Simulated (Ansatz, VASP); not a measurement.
**Ga: VASP beside Ansatz**

```
CELL_PARAMETERS angstrom
2.29568 -3.86942 0.00000
2.29568 3.86942 0.00000
0.00000 0.00000 4.57584
ATOMIC_POSITIONS crystal
Ga 0.84359 0.15641 0.08238
Ga 0.65641 0.34359 0.58238
Ga 0.15641 0.84359 0.91762
Ga 0.34359 0.65641 0.41762
```

Alike in both runs: functional PBE; k mesh 10 × 10 × 10; occupations gaussian, width 0.1 eV; no spin polarisation.

Ansatz relaxed the structure, and its values are those at the end. VASP's run is a single point on that final structure, the one shown.

|  | VASP | Ansatz |
| --- | --- | --- |
| version | VASP 6.6.1 | Ansatz 0.2.0 |
| potentials or method | VASP PAW PBE potentials, release 64 (Ga_d), cutoff 520 eV | scalar-relativistic, all-electron LAPW |

Ansatz gave:

| Property | Result |
| --- | --- |
| gap on the k mesh at the Fermi level (eV) | none |
| pressure (GPa) | 0.0 |

**Question.** Estimate VASP's values.

**Answer.** gap on the k mesh at the Fermi level (eV): none; pressure (GPa): 0.1.

A gap of «none» marks a metal or a gap that the smearing closes. Ansatz ran all-electron here, and VASP with PAW potentials.
